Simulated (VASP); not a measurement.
Input of a VASP 6.6.1 run:

The input INCAR:

```
  PREC = Accurate
  ENCUT = 600
  EDIFF = 1E-6
  ISMEAR = -1
  SIGMA = 0.15
  LREAL = False
  LASPH = True
  NELM = 100
  ALGO = Fast
  ISIF = 3
  LWAVE = False
  LCHARG = False
  GGA = PS
  IBRION = 2
  NSW = 80
  EDIFFG = -0.001
```

File KPOINTS:

```
Automatic mesh
0
Gamma
  20 20 20
```

Contents of POSCAR:

```
Pt
1.0
    0.0000000000      1.9590303451      1.9590303451
    1.9590303451      0.0000000000      1.9590303451
    1.9590303451      1.9590303451      0.0000000000
Pt
1
Direct
    0.0000000000      0.0000000000      0.0000000000
```

Potentials or basis: VASP PAW PBE potentials, release 64 (Pt).

Command:

```bash
$ cat potpaw_PBE.64/Pt/POTCAR > POTCAR
$ mpirun -np 1 vasp_std > vasp.out
```

(1) What does it give for the relaxed volume?

(2) Estimate the band gap on the k mesh.

(3) Predict the space group after relaxing (to 0.05 Å).

(4) Estimate the relaxed cell.

## Answers

(1) 15.06 Å³/atom.

(2) zero (band 5 reaches 11.62 eV, above the bottom of band 6 at 9.38 eV).

(3) Fm-3m (No. 225).

(4) a = 2.772 Å, b = 2.772 Å, c = 2.772 Å, α = 60.00°, β = 60.00°, γ = 60.00°.

Caveat: the PAW data sets were made with another functional, which shifts forces and pressure a little; spin-orbit coupling is left out, which moves the levels of the heavy elements.
